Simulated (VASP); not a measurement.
# GaN in VASP: settings compared, part 2 of 2

VASP 6.6.1. Earlier steps stand in the parts before.

### Step 3. Single point, PBE

This run uses another cell than the first one, of 9.37 Å³/atom, 1.062 times its volume.

File INCAR:

```
SYSTEM = GaN
PREC = Accurate
ENCUT = 520
EDIFF = 1E-6
ISMEAR = 0
SIGMA = 0.01
LREAL = .False.
LASPH = .True.
NELM = 100
ALGO = Normal
ISIF = 2
LWAVE = .False.
LCHARG = .True.
GGA = PE
LELF = .True.
LVHAR = .True.
NBANDS = 16
```

File KPOINTS:

```
Automatic mesh
0
Gamma
  6 6 6
  0 0 0
```

File POSCAR:

```
GaN
1.0
    0.0000000000      2.1085152362      2.1085152362
    2.1085152362      0.0000000000      2.1085152362
    2.1085152362      2.1085152362      0.0000000000
Ga N
1 1
Direct
    0.0000000000      0.0000000000      0.0000000000
    0.5000000000      0.5000000000      0.5000000000
```

Potentials or basis: VASP PAW PBE potentials, release 64 (Ga_d, N).

Launch:

```bash
$ cat potpaw_PBE.64/Ga_d/POTCAR potpaw_PBE.64/N/POTCAR > POTCAR
$ mpirun -np 1 vasp_std > vasp.out
```

OUTCAR:

```text
SYSTEM = GaN
   PREC = Accurate
   ENCUT = 520
   EDIFF = 1E-6
   ISMEAR = 0
   LREAL = .False.
   LASPH = .True.
   NELM = 100
   ISIF = 2
   GGA = PE

 ion  position               nearest neighbor table
   1  0.000  0.000  0.000-   2 2.11   2 2.11   2 2.11   2 2.11   2 2.11   2 2.11
   2  0.500  0.500  0.500-   1 2.11   1 2.11   1 2.11   1 2.11   1 2.11   1 2.11

  LATTYP: Found a face centered cubic cell.
 ALAT       =     4.2170304724

  Lattice vectors:

 A1 = (   0.0000000000,   2.1085152362,   2.1085152362)
 A2 = (   2.1085152362,   0.0000000000,   2.1085152362)
 A3 = (   2.1085152362,   2.1085152362,   0.0000000000)

Analysis of symmetry for initial positions (statically):
=====================================================================
 Subroutine PRICEL returns:
 Original cell was already a primitive cell.

 Routine SETGRP: Setting up the symmetry group for a
 face centered cubic supercell.

 Subroutine GETGRP returns: Found 48 space group operations
 (whereof 48 operations were pure point group operations)
 out of a pool of 48 trial point group operations.

The static configuration has the point symmetry O_h .

Analysis of symmetry for dynamics (positions and initial velocities):
=====================================================================
 Subroutine PRICEL returns:
 Original cell was already a primitive cell.

 Routine SETGRP: Setting up the symmetry group for a
 face centered cubic supercell.

 Subroutine GETGRP returns: Found 48 space group operations
 (whereof 48 operations were pure point group operations)
 out of a pool of 48 trial point group operations.

The dynamic configuration has the point symmetry O_h .

 Subroutine INISYM returns: Found 48 space group operations
 (whereof 48 operations are pure point group operations),
 and found     1 'primitive' translations

----------------------------------------------------------------------------------------

                                     Primitive cell

  volume of cell :      18.7482

  direct lattice vectors                    reciprocal lattice vectors
     0.000000000  2.108515236  2.108515236    -0.237133691  0.237133691  0.237133691
     2.108515236  0.000000000  2.108515236     0.237133691 -0.237133691  0.237133691
     2.108515236  2.108515236  0.000000000     0.237133691  0.237133691 -0.237133691

  length of vectors
     2.981890844  2.981890844  2.981890844     0.410727601  0.410727601  0.410727601

  position of ions in fractional coordinates (direct lattice)
[... 8 lines left out ...]
----------------------------------------------------------------------------------------

 KPOINTS: Automatic mesh

Automatic generation of k-mesh.
 Grid dimensions read from file:
 generate k-points for:    6    6    6

 Generating k-lattice:

  Cartesian coordinates                     Fractional coordinates (reciprocal lattice)
    -0.039522282  0.039522282  0.039522282     0.166666667  0.000000000  0.000000000
     0.039522282 -0.039522282  0.039522282     0.000000000  0.166666667  0.000000000
     0.039522282  0.039522282 -0.039522282     0.000000000  0.000000000  0.166666667

  Length of vectors
     0.068454600  0.068454600  0.068454600

  Shift w.r.t. Gamma in fractional coordinates (k-lattice)
     0.000000000  0.000000000  0.000000000

 Subroutine IBZKPT returns following result:
 ===========================================

 Found     16 irreducible k-points:

 Following reciprocal coordinates:
            Coordinates               Weight
  0.000000  0.000000  0.000000      1.000000
  0.166667  0.000000  0.000000      8.000000
  0.333333  0.000000  0.000000      8.000000
  0.500000  0.000000  0.000000      4.000000
  0.166667  0.166667  0.000000      6.000000
  0.333333  0.166667  0.000000     24.000000
[... 8 lines left out ...]
 -0.333333  0.333333  0.166667     24.000000
 -0.333333  0.500000  0.166667     12.000000
   k-points           NKPTS =     16   k-points in BZ     NKDIM =     16   number of bands    NBANDS=     16
   number of dos      NEDOS =    301   number of ions     NIONS =      2
   total plane-waves  NPLWV =  13824
   dimension x,y,z NGX =    24 NGY =   24 NGZ =   24
   dimension x,y,z NGXF=    48 NGYF=   48 NGZF=   48
   ions per type =               1   1
   NGX,Y,Z   is equivalent  to a cutoff of  13.38, 13.38, 13.38 a.u.
   NGXF,Y,Z  is equivalent  to a cutoff of  26.76, 26.76, 26.76 a.u.
 SYSTEM =  GaN
   PREC   = accura    normal or accurate (medium, high low for compatibility)
   ISTART =      0    job   : 0-new  1-cont  2-samecut
   ICHARG =      2    charge: 1-file 2-atom 10-const
   ISPIN  =      1    spin polarized calculation?
   LNONCOLLINEAR =      F non collinear calculations
   LSORBIT =      F    spin-orbit coupling
   LASPH  =      T    aspherical Exc in radial PAW
   ENCUT  =  520.0 eV  38.22 Ry    6.18 a.u.   5.54  5.54  5.54*2*pi/ulx,y,z
   NELM   =    100;   NELMIN=  2; NELMDL= -5     # of ELM steps
   EDIFF  = 0.1E-05   stopping-criterion for ELM
   LREAL  =      F    real-space projection
   EDIFFG = 0.1E-04   stopping-criterion for IOM
   NSW    =      0    number of steps for IOM
   IBRION =     -1    ionic relax: 0-MD 1-quasi-New 2-CG
   NFREE  =      0    steps in history (QN), initial steepest desc. (CG)
   ISIF   =      2    stress and relaxation
   ISYM   =      2    0-nonsym 1-usesym 2-fastsym
   POTIM  = 0.5000    time-step for ionic-motion
   TEBEG  =    0.0;   TEEND  =   0.0 temperature during run
   PSTRESS=    0.0 pullay stress
   NELECT =      18.0000    total number of electrons
   NUPDOWN=      -1.0000    fix difference up-down
   EMIN   =  10.00;   EMAX   =-10.00  energy-range for DOS
   EFERMI =   0.00;   METHOD = LEGACY
   ISMEAR =     0;   SIGMA  =   0.01  broadening in eV -4-tet -1-fermi 0-gaus
   EFERMI_NEDOS =   21; number of points for ismear=-14 and -15
   IALGO  =     38    algorithm
   IMIX   =      4    mixing-type and parameters
     AMIX     =   0.40;   BMIX     =  1.00
     AMIX_MAG =   1.60;   BMIX_MAG =  1.00
  volume/ion in A,a.u.               =       9.37        63.26
  Fermi-wavevector in a.u.,A,eV,Ry     =   1.615024  3.051952 35.488101  2.608302
  Thomas-Fermi vector in A             =   2.709838
   LORBIT       =      0    0 simple, 1 ext, 2 COOP (PROOUT), +10 PAW based schemes
   GGA     = PE    functional components
   LHFCALC =     F    Hartree Fock is set to
   AEXX    =    0.0000 exact exchange contribution
   IVDW    =     0    specifies the selected vdW correction
   LEPSILON=     F    determine dielectric tensor
   LRPA    =     F    only Hartree local field effects (RPA)
 non-spin polarized calculation
 Gauss-broadening in eV      SIGMA  =   0.01
  energy-cutoff  :      520.00
  volume of cell :       18.75
 maximum number of plane-waves:       531
 NGX is ok and might be reduce to    24
   NGX = 11   NGY = 11   NGZ = 11

 number of electron      18.0000008 magnetization

 Free energy of the ion-electron system (eV)
  ---------------------------------------------------
  ext. energy  EPLUGINS =         0.00000000
  ---------------------------------------------------
  free energy    TOTEN  =       -11.17247735 eV

  energy without entropy =      -11.17247735  energy(sigma->0) =      -11.17247735

 E-fermi :   8.0860     XC(G=0): -13.1173

 val. band max:        8.0032236309   @ k =  -0.1667   0.1667   0.0000
 cond. band min:       8.6184359293   @ k =   0.5000   0.5000   0.0000
 fundamental gap:      0.6152122985
 Fermi energy:         8.0859608629

 k-point     1 :       0.0000    0.0000    0.0000
  band No.  band energies     occupation
      1      -9.3803      2.00000
      2      -6.0091      2.00000
      3      -6.0091      2.00000
      4      -6.0091      2.00000
      5      -5.9128      2.00000
      6      -5.9128      2.00000
[... 8 lines left out ...]
     15      23.9028      0.00000
     16      24.0976      0.00000
[... 267 lines left out ...]
 k-point    16 :      -0.3333    0.5000    0.1667
  band No.  band energies     occupation
      1      -7.5499      2.00000
      2      -6.1089      2.00000
      3      -5.9318      2.00000
      4      -5.8777      2.00000
      5      -5.7219      2.00000
      6      -3.1597      2.00000
[... 8 lines left out ...]
     15      29.8657      0.00000
     16      35.8385      0.00000

------------------------ aborting loop because EDIFF is reached ----------------------------------------

  FORCE on cell =-STRESS in cart. coord.  units (eV):
  Direction    XX          YY          ZZ          XY          YZ          ZX
  --------------------------------------------------------------------------------------
  -------------------------------------------------------------------------------------
  Total        1.0447829      1.0447829      1.0447829      0.0000000      0.0000000      0.0000000
  in kB       89.2845697     89.2845697     89.2845697      0.0000000      0.0000000      0.0000000
  external PRESSURE =      89.2845697 kB  Pullay stress =       0.0000000 kB

 VOLUME and BASIS-vectors are now :
 -----------------------------------------------------------------------------
  energy-cutoff  :      520.00
  volume of cell :       18.75
      direct lattice vectors                 reciprocal lattice vectors
     0.000000000  2.108515236  2.108515236    -0.237133691  0.237133691  0.237133691
     2.108515236  0.000000000  2.108515236     0.237133691 -0.237133691  0.237133691
     2.108515236  2.108515236  0.000000000     0.237133691  0.237133691 -0.237133691

 POSITION                                       TOTAL-FORCE (eV/Angst)
 -----------------------------------------------------------------------------------
      0.00000      0.00000      0.00000        -0.000000     -0.000000      0.000000
      2.10852      2.10852      2.10852         0.000000      0.000000     -0.000000
 -----------------------------------------------------------------------------------
    total drift:                                0.000000     -0.000000     -0.000000

  FREE ENERGIE OF THE ION-ELECTRON SYSTEM (eV)
  ---------------------------------------------------
  free  energy   TOTEN  =       -11.1724773470 eV

  energy  without entropy=      -11.1724773470  energy(sigma->0) =      -11.17247735
```

OSZICAR:

```text
N       E                     dE             d eps       ncg     rms          rms(c)
DAV:   1     0.707925804157E+02    0.70793E+02   -0.91649E+03   584   0.209E+03
DAV:   2    -0.878189954556E+01   -0.79574E+02   -0.73797E+02   600   0.312E+02
DAV:   3    -0.129798475850E+02   -0.41979E+01   -0.41889E+01   568   0.619E+01
DAV:   4    -0.130147647295E+02   -0.34917E-01   -0.34915E-01   680   0.597E+00
DAV:   5    -0.130151182190E+02   -0.35349E-03   -0.35349E-03   584   0.554E-01    0.738E+00
DAV:   6    -0.111964674943E+02    0.18187E+01   -0.43655E+00   744   0.400E+01    0.237E+00
DAV:   7    -0.111872961461E+02    0.91713E-02   -0.21845E-01   560   0.503E+00    0.158E+00
DAV:   8    -0.111742198660E+02    0.13076E-01   -0.30604E-02   616   0.211E+00    0.513E-01
DAV:   9    -0.111724549477E+02    0.17649E-02   -0.59877E-03   616   0.184E+00    0.107E-01
DAV:  10    -0.111724814858E+02   -0.26538E-04   -0.49703E-04   592   0.255E-01    0.164E-02
DAV:  11    -0.111724756188E+02    0.58670E-05   -0.35043E-05   616   0.638E-02    0.942E-03
DAV:  12    -0.111724774542E+02   -0.18354E-05   -0.23541E-06   600   0.259E-02    0.398E-03
DAV:  13    -0.111724773470E+02    0.10720E-06   -0.21895E-07   304   0.436E-03
   1 F= -.11172477E+02 E0= -.11172477E+02  d E =-.584444E-33
```

Run time: 6.4 s. Hardware: 1 thread of Intel Xeon 6975P-C, shared host; peak memory 0.13 GiB.

What came out:

| Property | Result |
| --- | --- |
| Free energy | -11.1725 eV |
| Pressure | 8.9 GPa |
| Band gap on the k mesh | 0.62 eV, indirect (least direct gap 2.83 eV) |

Levels at points of the mesh, in eV from the valence-band top:
```
           k point  band 6  band 7  band 8  band 9  band 10  band 11  band 12  band 13
(0.00, 0.00, 0.00)  -13.92   -0.53   -0.53   -0.53     2.30    14.74    14.74    14.74
(0.50, 0.00, 0.00)  -13.78   -8.30   -0.18   -0.18     4.71     9.12     9.12     9.49
(0.50, 0.50, 0.00)  -10.99   -7.19   -3.08   -3.08     0.62     7.82    11.98    14.58
```

Caveat: the k points lie up to 0.43 Å⁻¹ apart.

### Step 4. Single point, PBE (uniaxial z strain +3.0%)

INCAR is that of step 3.

File KPOINTS:

```
regular mesh
0
Gamma
  6 6 6
  0 0 0
```

File POSCAR:

```
GaN
1.0
    0.0000000000      2.1085152362      2.1717706933
    2.1085152362      0.0000000000      2.1717706933
    2.1085152362      2.1085152362      0.0000000000
Ga N
1 1
Direct
    0.0000000000      0.0000000000      0.0000000000
    0.5000000000      0.5000000000      0.5000000000
```

Launch:

```bash
$ cat potpaw_PBE.64/Ga_d/POTCAR potpaw_PBE.64/N/POTCAR > POTCAR
$ mpirun -np 1 vasp_std > vasp.out
```

Wall time 8 s (1 thread of Intel Xeon 6975P-C, shared host); peak memory 0.14 GiB.

The run converged. Its results:

| Property | Result |
| --- | --- |
| Free energy | -11.1860 eV |
| Pressure | 2.3 GPa |
| Band gap on the k mesh | 0.32 eV, indirect (least direct gap 2.30 eV) |

Stress tensor (GPa, compression positive):
```
 3.89  0.00  0.00
 0.00  3.89  0.00
 0.00  0.00 -0.93
```

Levels at points of the mesh, in eV from the valence-band top:
```tsv
k point	band 5	band 6	band 7	band 8	band 9	band 10	band 11	band 12	band 13	band 14
(0.00, 0.00, 0.00)	-13.98	-13.94	-0.61	-0.61	-0.35	1.95	14.40	14.64	14.64	14.68
(0.50, 0.00, 0.00)	-13.84	-13.82	-8.17	-0.28	-0.13	4.54	8.68	9.09	9.22	16.10
(0.50, 0.50, 0.00)	-13.79	-11.27	-7.02	-2.88	-2.88	0.62	7.99	11.42	14.39	14.39
(0.50, 0.00, 0.50)	-13.76	-10.98	-6.96	-3.25	-2.84	0.32	7.66	11.79	13.63	14.51
```

Caveat: the k points lie up to 0.43 Å⁻¹ apart; the cell differs from its parent crystal (uniaxial z strain +3.0%).

### Step 5. Single point, r2SCAN (strain -2.0%)

File POSCAR:

```
GaN
1.0
    0.0000000000      2.0663449315      2.0663449315
    2.0663449315      0.0000000000      2.0663449315
    2.0663449315      2.0663449315      0.0000000000
Ga N
1 1
Direct
    0.0000000000      0.0000000000      0.0000000000
    0.5000000000      0.5000000000      0.5000000000
```

File INCAR.step1:

```
SYSTEM = GaN
  PREC = Accurate
  ENCUT = 520
  ISMEAR = 0
  SIGMA = 0.01
  LREAL = .False.
  LASPH = .True.
  NELM = 60
  NBANDS = 16
  GGA = PE
  ALGO = Normal
  EDIFF = 1E-4
  LWAVE = .True.
  LCHARG = .False.
```

File INCAR.step2:

```
SYSTEM = GaN
  PREC = Accurate
  ENCUT = 520
  EDIFF = 1E-6
  ISMEAR = 0
  SIGMA = 0.01
  LREAL = .False.
  LASPH = .True.
  NELM = 60
  ALGO = Normal
  ISIF = 2
  LWAVE = .False.
  LCHARG = .True.
  METAGGA = R2SCAN
  LMIXTAU = .True.
  LELF = .True.
  LVHAR = .True.
  NBANDS = 16
  ISTART = 1
```

File KPOINTS:

```
regular mesh
0
Gamma
  10 10 10
  0 0 0
```

Launch:

```bash
$ cat potpaw_PBE.64/Ga_d/POTCAR potpaw_PBE.64/N/POTCAR > POTCAR
$ cp INCAR.step1 INCAR
$ mpirun -np 1 vasp_std > vasp.out
$ cp INCAR.step2 INCAR
$ mpirun -np 1 vasp_std > vasp.out
```

It took 40 s on 1 thread of Intel Xeon 6975P-C, shared host; peak memory 0.15 GiB.

Results (log left out):

| Property | Result |
| --- | --- |
| Free energy | -20.9098 eV |
| Pressure | 18.5 GPa |
| Band gap on the k mesh | 1.60 eV, indirect (least direct gap 4.24 eV) |

Levels at points of the mesh, in eV from the valence-band top:
| k point | band 5 | band 6 | band 7 | band 8 | band 9 | band 10 | band 11 | band 12 | band 13 | band 14 |
| --- | --- | --- | --- | --- | --- | --- | --- | --- | --- | --- |
| (0.00, 0.00, 0.00) | -14.24 | -14.24 | -0.58 | -0.58 | -0.58 | 3.66 | 15.89 | 15.89 | 15.89 | 17.51 |
| (0.50, 0.00, 0.00) | -14.06 | -14.06 | -8.69 | -0.15 | -0.15 | 5.70 | 10.26 | 10.26 | 11.32 | 18.23 |
| (0.50, 0.50, 0.00) | -13.99 | -11.33 | -7.75 | -3.36 | -3.36 | 1.60 | 8.62 | 13.82 | 16.63 | 16.63 |

Caveat: the cell differs from its parent crystal (strain -2.0%); the PAW data sets were made with another functional, which shifts forces and pressure a little. A k mesh can miss the band edges.

### Step 6. Summary

```tsv
level	cell	k mesh	gap on the mesh (eV)	pressure (GPa)
PBE	a = 2.922 Å, angles 60.0°, 2 atoms	6 × 6 × 6	1.02	26.2
PBE	a = 2.982 Å, angles 60.0°, 2 atoms	6 × 6 × 6	0.62	8.9
PBE	a = 3.027, b = 3.027, c = 2.982 Å, angles 60.5, 60.5, 59.0°, 2 atoms	6 × 6 × 6	0.32	2.3
r2SCAN	a = 2.922 Å, angles 60.0°, 2 atoms	10 × 10 × 10	1.60	18.5
```

Alike in all rows: task single point; potentials or basis VASP PAW PBE potentials, release 64 (Ga_d, N); no spin polarisation; cutoff (eV) 520; smearing gaussian 0.01 eV.

Caveats: some runs use coarse meshes; the PAW data sets were made with another functional, which shifts forces and pressure a little (some runs).

Absolute energies hang on the potentials; compare differences alone.
